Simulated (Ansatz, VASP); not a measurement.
# TiAl2: VASP beside Ansatz

```
Ti Al
1.0
     1.97955   -6.04720    0.00000
     1.97955    6.04720    0.00000
     0.00000    0.00000    4.03150
Ti Al
2 4
Direct
  0.64900 0.35100 0.00000
  0.35100 0.64900 0.00000
  0.00000 0.00000 0.00000
  0.82400 0.17600 0.50000
  0.17600 0.82400 0.50000
  0.50000 0.50000 0.50000
```

Alike in both runs: task single point; functional r2SCAN; k mesh 12 × 12 × 12; occupations gaussian, width 0.1 eV; no spin polarisation.

|  | VASP | Ansatz |
| --- | --- | --- |
| version | VASP 6.6.1 | Ansatz 0.2.0 |
| potentials or method | VASP PAW PBE potentials, release 64 (Ti_sv, Al), cutoff 520 eV | scalar-relativistic, plane waves, PAW |
| valence electrons in the cell | 36 | 36 |

```tsv
	VASP	Ansatz	Ansatz less VASP
gap on the k mesh at the Fermi level (eV)	none	none	-
pressure (GPa)	-1.8	-1.8	+0.01
traceless stress, the component that is largest in VASP (GPa)	1.64	1.63	-0.014
rms of the force components (eV/Å)	0.334	0.333	-0.0015
```

VASP's potentials were made for PBE, not for r2SCAN. Atom by atom the forces differ by 0.002 eV/Å (rms over components). A gap of «none» marks a metal or a gap that the smearing closes.
